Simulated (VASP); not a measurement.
Zr, 1 atom in the cell. The structure is cubic, space group Im-3m (No. 229). Conventional cell: a = 3.620 Å, b = 3.620 Å, c = 3.620 Å, α = 90.00°, β = 90.00°, γ = 90.00°. Within 4.1 Å of Zr (site symmetry m-3m) lie 14 Zr at 3.14 to 3.62 Å. 

| Quantity | Value |
| --- | --- |
| Program | VASP 6.6.1 |
| Task | electric field gradients |
| Functional | PBEsol |
| Potentials or basis | VASP PAW PBE potentials, release 64 (Zr_sv) |
| Cutoff | 520 eV |
| k mesh | 14 × 14 × 14 |
| Occupations | fermi-dirac, width 0.08 eV |
| Spin | no spin polarisation |
| Dipole correction | no |
| Further INCAR settings | ALGO = Normal; EDIFF = 1e-08; NBANDS = 12 |

Potentials or basis: VASP PAW PBE potentials, release 64 (Zr_sv).

Run with:

```sh
$ cat potpaw_PBE.64/Zr_sv/POTCAR > POTCAR
$ mpirun -np 1 vasp_std > vasp.out
```

Hardware: 1 thread of Intel(R) Xeon(R) Platinum 8259CL CPU @ 2.50GHz (Skylake/Cascade Lake), on a shared host.

Question: How long does it take, and how much memory?

Answer: It took 16 s on 1 thread of Intel(R) Xeon(R) Platinum 8259CL CPU @ 2.50GHz (Skylake/Cascade Lake) (shared host), peak memory 0.15 GiB. Counts: scf iterations 12, k points 104.
